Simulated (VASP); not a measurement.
## PbO2: single point with PBE

The system is PbO2.

```xyz
6
Lattice="4.9838 0.0000 0.0000 0.0000 4.9838 0.0000 0.0000 0.0000 3.4758" Properties=species:S:1:pos:R:3 pbc="T T T"
Pb    0.0000    0.0000    0.0000
Pb    2.4919    2.4919    1.7379
O     1.5337    1.5337    0.0000
O     0.9582    4.0257    1.7379
O     4.0257    0.9582    1.7379
O     3.4501    3.4501    0.0000
```

This cell differs from its parent crystal: uniaxial z strain +2.0%.

```json
{"Program": "VASP 6.6.1", "Task": "single point", "Functional": "PBE", "Potentials or basis": "VASP PAW PBE potentials, release 64 (Pb_d, O)", "Cutoff": "520 eV", "k mesh": "6 × 6 × 8", "Occupations": "fermi-dirac, width 0.02 eV", "Spin": "no spin polarisation", "Dipole correction": "no", "Further INCAR settings": "ALGO = Normal; EDIFF = 1e-06; NBANDS = 35"}
```

```yaml
Pressure: 3.2 GPa
Largest_force: 0.016 eV/Å
Band_gap_on_the_k_mesh: 0.03 eV (least direct gap 0.08 eV)
```

Forces in eV/Å, atoms in the order of the input:
```
Pb   0.000  0.000  0.000
Pb   0.000  0.000  0.000
O   -0.011 -0.011  0.000
O    0.011 -0.011  0.000
O   -0.011  0.011  0.000
O    0.011  0.011  0.000
```

Stress tensor (GPa, compression positive):
```
3.71 0.00 0.00
0.00 3.71 0.00
0.00 0.00 2.19
```

Levels at points of the mesh, in eV from the valence-band top:
```tsv
k point	band 23	band 24	band 25	band 26	band 27	band 28	band 29	band 30
(0.00, 0.00, 0.00)	-0.64	-0.64	-0.54	-0.54	0.10	3.99	5.74	5.74
(0.50, 0.00, 0.00)	-0.67	-0.67	-0.34	-0.34	2.31	2.31	6.32	6.32
(0.50, 0.50, 0.00)	-0.70	-0.70	-0.42	-0.42	2.64	2.64	6.61	6.61
(0.00, 0.00, 0.50)	-1.06	-1.06	-0.74	-0.74	3.59	3.59	8.86	8.86
(0.50, 0.00, 0.50)	-0.72	-0.72	-0.18	-0.18	3.92	3.92	7.31	7.31
(0.50, 0.50, 0.50)	-0.63	-0.63	-0.46	-0.46	2.71	2.71	8.29	8.29
```

Run time: 120 s on 1 thread of Intel(R) Xeon(R) Platinum 8259CL CPU @ 2.50GHz (Skylake/Cascade Lake), with other jobs on the host, peak memory 0.27 GiB.

Caveat: the cell differs from its parent crystal (uniaxial z strain +2.0%); the cell stands under pressure; spin-orbit coupling is left out, which moves the levels of the heavy elements. A k mesh can miss the band edges.
